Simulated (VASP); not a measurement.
# Te2Mo in VASP: notebook

The runs below take Te2Mo through single point, with PBEsol.

Program: VASP 6.6.1. These are calculated values, not measurements. Logs are shortened: lines on timing, memory, paths and dates and some standing lists are left out, and cuts for length are marked.

### Step 1. The cell of the first run

The cell holds a slab with vacuum, 3 atoms: a = 3.439 Å, b = 3.439 Å, c = 17.264 Å, α = 90.00°, β = 90.00°, γ = 120.00°.

### Step 2. Single point, PBEsol (equal strain along all axes, cell held: -1.5 %, then relaxed in part)

Contents of INCAR:

```
SYSTEM = Te2Mo
PREC     = Accurate       ! precision mode
ENCUT    = 520            ! plane-wave cutoff, eV
EDIFF    = 1E-7           ! SCF threshold, eV
ISMEAR   = 0              ! smearing method
SIGMA    = 0.02           ! smearing width, eV
LREAL    = .FALSE.        ! projectors in reciprocal space
LASPH    = .TRUE.         ! aspherical terms in the spheres
NELM     = 80             ! most SCF steps
ALGO     = Normal         ! electronic algorithm
ISIF     = 2              ! what is computed and relaxed
LWAVE    = .FALSE.        ! write WAVECAR
LCHARG   = .TRUE.         ! write CHGCAR
GGA      = PS             ! functional
LELF     = .TRUE.         ! ELF
LVHAR    = .TRUE.       
NBANDS   = 20             ! bands
```

Contents of KPOINTS:

```
Automatic mesh
0
G
  12 12 2
  0 0 0
```

Contents of POSCAR:

```
Te2Mo
1.0
    3.4387089123      0.0000000000      0.0000000000
   -1.7193544562      2.9780092743      0.0000000000
    0.0000000000      0.0000000000     17.2635274788
Te Mo
2 1
Direct
    0.3333333333      0.6666666667      0.8943455389
    0.3333333333      0.6666666667      0.1056544611
    0.0000000000      0.0000000000      0.0000000000
```

Potentials or basis: VASP PAW PBE potentials, release 64 (Te, Mo_sv).

On the command line:

```console
cat potpaw_PBE.64/Te/POTCAR potpaw_PBE.64/Mo_sv/POTCAR > POTCAR
mpirun -np 1 vasp_std > vasp.out
```

OUTCAR:

```text
SYSTEM = Te2Mo
   PREC = Accurate
   ENCUT = 520
   EDIFF = 1E-7
   ISMEAR = 0
   LREAL = .FALSE.
   LASPH = .TRUE.
   NELM = 80
   ISIF = 2
   GGA = PS

 ion  position               nearest neighbor table
   1  0.333  0.667  0.894-   3 2.70   3 2.70   3 2.70   2 3.65
   2  0.333  0.667  0.106-   3 2.70   3 2.70   3 2.70   1 3.65
   3  0.000  0.000  0.000-   1 2.70   2 2.70   1 2.70   2 2.70   1 2.70   2 2.70

  LATTYP: Found a hexagonal cell.
 ALAT       =     3.4387089123
 C/A-ratio  =     5.0203515096

  Lattice vectors:

 A1 = (   3.4387089123,   0.0000000000,   0.0000000000)
 A2 = (  -1.7193544562,   2.9780092743,   0.0000000000)
 A3 = (   0.0000000000,   0.0000000000,  17.2635274788)

Analysis of symmetry for initial positions (statically):
=====================================================================
 Subroutine PRICEL returns:
 Original cell was already a primitive cell.

 Routine SETGRP: Setting up the symmetry group for a
 hexagonal supercell.

 Subroutine GETGRP returns: Found 12 space group operations
 (whereof 12 operations were pure point group operations)
 out of a pool of 24 trial point group operations.

The static configuration has the point symmetry D_3h.

Analysis of symmetry for dynamics (positions and initial velocities):
=====================================================================
 Subroutine PRICEL returns:
 Original cell was already a primitive cell.

 Routine SETGRP: Setting up the symmetry group for a
 hexagonal supercell.

 Subroutine GETGRP returns: Found 12 space group operations
 (whereof 12 operations were pure point group operations)
 out of a pool of 24 trial point group operations.

The dynamic configuration has the point symmetry D_3h.

 Subroutine INISYM returns: Found 12 space group operations
 (whereof 12 operations are pure point group operations),
 and found     1 'primitive' translations

----------------------------------------------------------------------------------------

                                     Primitive cell

  volume of cell :     176.7873

  direct lattice vectors                    reciprocal lattice vectors
     3.438708912  0.000000000  0.000000000     0.290806819  0.167897395  0.000000000
    -1.719354456  2.978009274  0.000000000     0.000000000  0.335794790  0.000000000
     0.000000000  0.000000000 17.263527479     0.000000000  0.000000000  0.057925589

  length of vectors
     3.438708912  3.438708912 17.263527479     0.335794790  0.335794790  0.057925589

  position of ions in fractional coordinates (direct lattice)
     0.333333333  0.666666667  0.894345539
     0.333333333  0.666666667  0.105654461
     0.000000000  0.000000000  0.000000000

  ion indices of the primitive-cell ions
   primitive index   ion index
                 1           1
                 2           2
                 3           3

----------------------------------------------------------------------------------------

 KPOINTS: Automatic mesh

Automatic generation of k-mesh.
 Grid dimensions read from file:
 generate k-points for:   12   12    2

 Generating k-lattice:

  Cartesian coordinates                     Fractional coordinates (reciprocal lattice)
     0.024233902  0.013991450  0.000000000     0.083333333  0.000000000  0.000000000
     0.000000000  0.027982899  0.000000000     0.000000000  0.083333333  0.000000000
     0.000000000  0.000000000  0.028962795     0.000000000  0.000000000  0.500000000

  Length of vectors
     0.027982899  0.027982899  0.028962795

  Shift w.r.t. Gamma in fractional coordinates (k-lattice)
     0.000000000  0.000000000  0.000000000

 Subroutine IBZKPT returns following result:
 ===========================================

 Found     38 irreducible k-points:

 Following reciprocal coordinates:
            Coordinates               Weight
  0.000000  0.000000  0.000000      1.000000
  0.083333 -0.000000  0.000000      6.000000
  0.166667 -0.000000  0.000000      6.000000
  0.250000 -0.000000  0.000000      6.000000
  0.333333 -0.000000  0.000000      6.000000
  0.416667 -0.000000  0.000000      6.000000
[... 16 lines left out ...]
  0.250000 -0.000000  0.500000      6.000000
  0.333333 -0.000000  0.500000      6.000000
 [... further k-points ...]
   k-points           NKPTS =     38   k-points in BZ     NKDIM =     38   number of bands    NBANDS=     20
   number of dos      NEDOS =    301   number of ions     NIONS =      3
   total plane-waves  NPLWV = 100352
   dimension x,y,z NGX =    28 NGY =   28 NGZ =  128
   dimension x,y,z NGXF=    56 NGYF=   56 NGZF=  256
   ions per type =               2   1
   NGX,Y,Z   is equivalent  to a cutoff of  13.54, 13.54, 12.33 a.u.
   NGXF,Y,Z  is equivalent  to a cutoff of  27.07, 27.07, 24.65 a.u.
 SYSTEM =  Te2Mo
   PREC   = accura    normal or accurate (medium, high low for compatibility)
   ISTART =      0    job   : 0-new  1-cont  2-samecut
   ICHARG =      2    charge: 1-file 2-atom 10-const
[... 77 lines left out ...]
      2     -34.2176      2.00000
      3     -34.0263      2.00000
      4     -34.0175      2.00000
      5     -12.3209      2.00000
      6     -11.4144      2.00000
[... 12 lines left out ...]
     19       5.3139      0.00000
     20       6.2965      0.00000

 k-point     3 :       0.1667   -0.0000    0.0000
  band No.  band energies     occupation
      1     -59.9685      2.00000
      2     -34.2107      2.00000
      3     -34.0573      2.00000
      4     -34.0247      2.00000
      5     -12.0084      2.00000
      6     -11.1925      2.00000
[... 12 lines left out ...]
     19       5.6764      0.00000
     20       6.6001      0.00000

 k-point     4 :       0.2500   -0.0000    0.0000
  band No.  band energies     occupation
      1     -59.9651      2.00000
      2     -34.2013      2.00000
      3     -34.0993      2.00000
      4     -34.0345      2.00000
      5     -11.5204      2.00000
      6     -10.8482      2.00000
[... 12 lines left out ...]
     19       6.2285      0.00000
     20       6.9914      0.00000

 k-point     5 :       0.3333   -0.0000    0.0000
  band No.  band energies     occupation
      1     -59.9617      2.00000
      2     -34.1919      2.00000
      3     -34.1411      2.00000
      4     -34.0443      2.00000
      5     -10.9233      2.00000
      6     -10.4351      2.00000
[... 12 lines left out ...]
     19       6.4934      0.00000
     20       6.6439      0.00000

 k-point     6 :       0.4167   -0.0000    0.0000
  band No.  band energies     occupation
      1     -59.9592      2.00000
      2     -34.1850      2.00000
      3     -34.1714      2.00000
      4     -34.0515      2.00000
      5     -10.3624      2.00000
      6     -10.0638      2.00000
[... 12 lines left out ...]
     19       6.4833      0.00000
     20       6.8882      0.00000

 k-point     7 :       0.5000   -0.0000    0.0000
  band No.  band energies     occupation
      1     -59.9583      2.00000
      2     -34.1825      2.00000
      3     -34.1825      2.00000
      4     -34.0541      2.00000
      5     -10.1109      2.00000
      6      -9.9059      2.00000
[... 12 lines left out ...]
     19       6.4924      0.00000
     20       7.2365      0.00000
[... 277 lines left out ...]
 k-point    20 :       0.0000    0.0000    0.5000
  band No.  band energies     occupation
      1     -59.9719      2.00000
      2     -34.2201      2.00000
      3     -34.0149      2.00000
      4     -34.0149      2.00000
      5     -12.4279      2.00000
      6     -11.4905      2.00000
[... 12 lines left out ...]
     19       4.9234      0.00000
     20       6.5181      0.00000

 k-point    21 :       0.0833   -0.0000    0.5000
  band No.  band energies     occupation
      1     -59.9710      2.00000
      2     -34.2176      2.00000
      3     -34.0263      2.00000
      4     -34.0175      2.00000
      5     -12.3209      2.00000
      6     -11.4144      2.00000
[... 12 lines left out ...]
     19       5.0480      0.00000
     20       6.6372      0.00000

 k-point    22 :       0.1667   -0.0000    0.5000
  band No.  band energies     occupation
      1     -59.9685      2.00000
      2     -34.2107      2.00000
      3     -34.0573      2.00000
      4     -34.0247      2.00000
      5     -12.0084      2.00000
      6     -11.1925      2.00000
[... 12 lines left out ...]
     19       5.4096      0.00000
     20       6.9819      0.00000

 k-point    23 :       0.2500   -0.0000    0.5000
  band No.  band energies     occupation
      1     -59.9651      2.00000
      2     -34.2013      2.00000
      3     -34.0993      2.00000
      4     -34.0345      2.00000
      5     -11.5205      2.00000
      6     -10.8482      2.00000
[... 12 lines left out ...]
     19       5.9816      0.00000
     20       7.4000      0.00000

 k-point    24 :       0.3333   -0.0000    0.5000
  band No.  band energies     occupation
      1     -59.9617      2.00000
      2     -34.1919      2.00000
      3     -34.1411      2.00000
      4     -34.0443      2.00000
      5     -10.9233      2.00000
      6     -10.4351      2.00000
[... 12 lines left out ...]
     19       6.5119      0.00000
     20       6.5664      0.00000

 [... further k-points ...]
[... 5 lines left out ...]
  --------------------------------------------------------------------------------------
  -------------------------------------------------------------------------------------
  Total        1.1833342      1.1833342      0.1031420     -0.0000000      0.0000000     -0.0000000
  in kB       10.7242516     10.7242516      0.9347496     -0.0000000      0.0000000     -0.0000000
  external PRESSURE =       7.4610842 kB  Pullay stress =       0.0000000 kB

 VOLUME and BASIS-vectors are now :
 -----------------------------------------------------------------------------
  energy-cutoff  :      520.00
  volume of cell :      176.79
      direct lattice vectors                 reciprocal lattice vectors
     3.438708912  0.000000000  0.000000000     0.290806819  0.167897395  0.000000000
    -1.719354456  2.978009274  0.000000000     0.000000000  0.335794790  0.000000000
     0.000000000  0.000000000 17.263527479     0.000000000  0.000000000  0.057925589

 POSITION                                       TOTAL-FORCE (eV/Angst)
 -----------------------------------------------------------------------------------
     -0.00000      1.98534     15.43956        -0.000000     -0.000000     -0.031462
     -0.00000      1.98534      1.82397         0.000000      0.000000      0.031462
      0.00000      0.00000      0.00000         0.000000      0.000000      0.000000
 -----------------------------------------------------------------------------------
    total drift:                                0.000000     -0.000000     -0.000000

  FREE ENERGIE OF THE ION-ELECTRON SYSTEM (eV)
  ---------------------------------------------------
  free  energy   TOTEN  =       -19.5971229500 eV

  energy  without entropy=      -19.5971229500  energy(sigma->0) =      -19.59712295
```

It took 1.7 min on 1 thread of Intel Xeon Platinum 8481C at 2.70GHz (Sapphire Rapids), shared host; peak memory 0.37 GiB.

What came out:

```
Free energy            : -19.5971 eV
Largest force          : 0.031 eV/Å
Band gap on the k mesh : 1.25 eV, indirect (least direct gap 1.34 eV)
```

Forces on the atoms (eV/Å):
```
Te   0.000  0.000 -0.031
Te   0.000  0.000  0.031
Mo   0.000  0.000  0.000
```

Caveat: the cell differs from its parent crystal (equal strain along all axes, cell held: -1.5 %, then relaxed in part); the PAW data sets were made with another functional, which shifts forces and pressure a little; spin-orbit coupling is left out, which moves the levels of the heavy elements.

### Step 3. Single point, PBEsol (equal strain along all axes, cell held: +1.5 %, then relaxed in part)

Contents of INCAR:

```
ALGO = Normal
EDIFF = 1E-6
ENCUT = 520
GGA = PS
ISIF = 2
ISMEAR = 0
LASPH = True
LCHARG = False
LREAL = False
LWAVE = False
NBANDS = 20
NELM = 60
PREC = Accurate
SIGMA = 0.02
```

Contents of KPOINTS:

```
k-points
0
Gamma
  12 12 2
```

Contents of POSCAR:

```
Te2Mo
1.0
    3.5434411635      0.0000000000      0.0000000000
   -1.7717205817      3.0687100644      0.0000000000
    0.0000000000      0.0000000000     17.7893201938
Te Mo
2 1
Direct
    0.3333333333      0.6666666667      0.8997617956
    0.3333333333      0.6666666667      0.1002382044
    0.0000000000      0.0000000000      0.0000000000
```

Potentials or basis: VASP PAW PBE potentials, release 64 (Te, Mo_sv).

On the command line:

```console
cat potpaw_PBE.64/Te/POTCAR potpaw_PBE.64/Mo_sv/POTCAR > POTCAR
mpirun -np 1 vasp_std > vasp.out
```

Run time: 1.7 min. Hardware: 1 thread of Intel Xeon Platinum 8481C at 2.70GHz (Sapphire Rapids), shared host; peak memory 0.4 GiB.

Results (log left out):

- Free energy: -19.5989 eV
- Largest force: 0.035 eV/Å
- Band gap on the k mesh: 1.07 eV, direct

Forces on the atoms (eV/Å):
```
Te   0.000  0.000 -0.035
Te   0.000  0.000  0.035
Mo   0.000  0.000  0.000
```

Levels at points of the mesh, in eV from the valence-band top:
```csv
k point,band 10,band 11,band 12,band 13,band 14,band 15,band 16,band 17
"(0.00, 0.00, 0.00)",-1.63,-0.90,-0.90,-0.39,3.14,3.14,3.45,3.45
"(0.50, 0.00, 0.00)",-2.32,-1.54,-0.72,-0.31,1.43,1.77,3.37,3.80
"(0.00, 0.00, 0.50)",-1.63,-0.90,-0.90,-0.39,3.14,3.14,3.45,3.45
"(0.50, 0.00, 0.50)",-2.32,-1.54,-0.72,-0.31,1.43,1.77,3.37,3.80
```

Caveat: the cell differs from its parent crystal (equal strain along all axes, cell held: +1.5 %, then relaxed in part); the PAW data sets were made with another functional, which shifts forces and pressure a little; spin-orbit coupling is left out, which moves the levels of the heavy elements.

### Step 4. Single point, PBEsol (equal strain along all axes, cell held: +3.0 %, then relaxed in part)

Contents of INCAR:

```
SYSTEM = Te2Mo
ALGO = Normal ; EDIFF = 1E-6
ENCUT = 520 ; GGA = PS
ISIF = 2 ; ISMEAR = 0
LASPH = .True. ; LCHARG = .False.
LREAL = .False. ; LWAVE = .False.
NBANDS = 20 ; NELM = 100
PREC = Accurate ; SIGMA = 0.02
```

Contents of KPOINTS:

```
k-points
0
Gamma
  12 12 2
  0 0 0
```

Contents of POSCAR:

```
Te2Mo
1.0
    3.5958072890      0.0000000000      0.0000000000
   -1.7979036445      3.1140604594      0.0000000000
    0.0000000000      0.0000000000     18.0522165514
Te Mo
2 1
Direct
    0.3333333333      0.6666666667      0.9022806109
    0.3333333333      0.6666666667      0.0977193891
    0.0000000000      0.0000000000      0.0000000000
```

On the command line:

```console
cat potpaw_PBE.64/Te/POTCAR potpaw_PBE.64/Mo_sv/POTCAR > POTCAR
mpirun -np 1 vasp_std > vasp.out
```

Run time: 1.7 min. Hardware: 1 thread of Intel Xeon Platinum 8481C at 2.70GHz (Sapphire Rapids), shared host; peak memory 0.4 GiB.

Results (log left out):

| Item | Value |
| --- | --- |
| Free energy | -19.5531 eV |
| Largest force | 0.037 eV/Å |
| Band gap on the k mesh | 0.96 eV, direct |

Forces in eV/Å, atoms in the order of the input:
```
Te   0.000  0.000 -0.037
Te   0.000  0.000  0.037
Mo   0.000  0.000  0.000
```

Levels at points of the mesh, in eV from the valence-band top:
| k point | band 9 | band 10 | band 11 | band 12 | band 13 | band 14 | band 15 | band 16 | band 17 | band 18 |
| --- | --- | --- | --- | --- | --- | --- | --- | --- | --- | --- |
| (0.00, 0.00, 0.00) | -1.78 | -1.42 | -0.95 | -0.95 | -0.23 | 3.02 | 3.02 | 3.34 | 3.34 | 4.40 |
| (0.50, 0.00, 0.00) | -3.27 | -2.32 | -1.40 | -0.66 | -0.43 | 1.33 | 1.69 | 3.36 | 3.76 | 3.99 |
| (0.00, 0.00, 0.50) | -1.78 | -1.42 | -0.95 | -0.95 | -0.23 | 3.02 | 3.02 | 3.34 | 3.34 | 4.51 |
| (0.50, 0.00, 0.50) | -3.27 | -2.32 | -1.40 | -0.66 | -0.43 | 1.33 | 1.69 | 3.36 | 3.76 | 3.99 |

Caveat: the cell differs from its parent crystal (equal strain along all axes, cell held: +3.0 %, then relaxed in part); the PAW data sets were made with another functional, which shifts forces and pressure a little; spin-orbit coupling is left out, which moves the levels of the heavy elements.

### Step 5. Single point, PBEsol (strain along c alone, the other axes held: -4.5 %, then relaxed in part)

Contents of INCAR:

```
  PREC = Accurate
  ENCUT = 520
  EDIFF = 1E-6
  ISMEAR = 0
  SIGMA = 0.02
  LREAL = False
  LASPH = True
  NELM = 80
  ALGO = Normal
  ISIF = 2
  LWAVE = False
  LCHARG = False
  GGA = PS
  NBANDS = 20
```

Contents of KPOINTS:

```
regular mesh
0
Gamma
  12 12 2
```

Contents of POSCAR:

```
Te2Mo
1.0
    3.4910750445      0.0000000000      0.0000000000
   -1.7455375222      3.0233596750      0.0000000000
    0.0000000000      0.0000000000     16.7377347779
Te Mo
2 1
Direct
    0.3333333333      0.6666666667      0.8922699078
    0.3333333333      0.6666666667      0.1077300922
    0.0000000000      0.0000000000      0.0000000000
```

On the command line:

```console
cat potpaw_PBE.64/Te/POTCAR potpaw_PBE.64/Mo_sv/POTCAR > POTCAR
mpirun -np 1 vasp_std > vasp.out
```

It took 3.7 min on 1 thread of Intel Xeon 6975P-C, shared host; peak memory 0.38 GiB.

It converged, with:

| Quantity | Value |
| --- | --- |
| Free energy | -19.6146 eV |
| Largest force | 0.033 eV/Å |
| Band gap on the k mesh | 1.20 eV, direct |

Forces in eV/Å, atoms in the order of the input:
```
Te   0.000  0.000 -0.033
Te   0.000  0.000  0.033
Mo   0.000  0.000  0.000
```

Levels at points of the mesh, in eV from the valence-band top:
```csv
k point,band 10,band 11,band 12,band 13,band 14,band 15,band 16,band 17
"(0.00, 0.00, 0.00)",-1.64,-0.83,-0.83,-0.56,3.29,3.29,3.59,3.59
"(0.50, 0.00, 0.00)",-2.30,-1.68,-0.78,-0.19,1.54,1.84,3.38,3.84
"(0.00, 0.00, 0.50)",-1.64,-0.83,-0.83,-0.56,3.29,3.29,3.59,3.59
"(0.50, 0.00, 0.50)",-2.30,-1.68,-0.78,-0.19,1.54,1.84,3.38,3.84
```

Caveat: the cell differs from its parent crystal (strain along c alone, the other axes held: -4.5 %, then relaxed in part); the PAW data sets were made with another functional, which shifts forces and pressure a little; spin-orbit coupling is left out, which moves the levels of the heavy elements.

### Step 6. Overview

```csv
cell,gap on the mesh (eV),largest force (eV/Å)
"a = 3.439, b = 3.439, c = 17.264 Å, angles 90.0, 90.0, 120.0°, 3 atoms",1.25,0.03
"a = 3.543, b = 3.543, c = 17.789 Å, angles 90.0, 90.0, 120.0°, 3 atoms",1.07,0.03
"a = 3.596, b = 3.596, c = 18.052 Å, angles 90.0, 90.0, 120.0°, 3 atoms",0.96,0.04
"a = 3.491, b = 3.491, c = 16.738 Å, angles 90.0, 90.0, 120.0°, 3 atoms",1.20,0.03
```

Alike in all rows: task single point; level PBEsol; potentials or basis VASP PAW PBE potentials, release 64 (Te, Mo_sv); no spin polarisation; k mesh 12 × 12 × 2; cutoff (eV) 520; smearing gaussian 0.02 eV.

Caveats: the PAW data sets were made with another functional, which shifts forces and pressure a little; spin-orbit coupling is left out, which moves the levels of the heavy elements.

Absolute energies hang on the potentials; compare differences alone.
